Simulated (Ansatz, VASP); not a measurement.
One calculation of CaZrSe3, two programs

```
CELL_PARAMETERS angstrom
-3.71554 3.71554 5.25457
3.71554 -3.71554 5.25457
3.71554 3.71554 -5.25457
ATOMIC_POSITIONS crystal
Ca 0.75000 0.25000 0.50000
Ca 0.25000 0.75000 0.50000
Zr 0.50000 0.50000 0.00000
Zr 0.00000 0.00000 0.00000
Se 0.29189 0.79189 0.08379
Se 0.79189 0.70811 0.50000
Se 0.75000 0.75000 0.00000
Se 0.70811 0.20811 0.91621
Se 0.20811 0.29189 0.50000
Se 0.25000 0.25000 0.00000
```

Alike in both runs: task single point; functional PBE; k mesh 4 × 4 × 4; occupations gaussian, width 0.1 eV; no spin polarisation.

```csv
,VASP,Ansatz
version,VASP 6.6.1,Ansatz 0.2.0
potentials or method,"VASP PAW PBE potentials, release 64 (Ca_sv, Zr_sv, Se), cutoff 520 eV","scalar-relativistic, plane waves, PAW"
valence electrons in the cell,80,140
```

|  | VASP | Ansatz | Ansatz less VASP |
| --- | --- | --- | --- |
| gap on the k mesh at the Fermi level (eV) | 0.43 | 0.43 | +0.001 |
| least direct gap on the mesh (eV) | 0.43 | 0.43 | +0.001 |
| pressure (GPa) | -2.2 | -2.2 | -0.06 |
| rms of the force components (eV/Å) | 0.260 | 0.260 | -0.0001 |

Atom by atom the forces differ by 0.000 eV/Å (rms over components). VASP's potentials hold 80 valence electrons a cell and Ansatz's 140, so a difference there can come from the potentials and not from the codes.
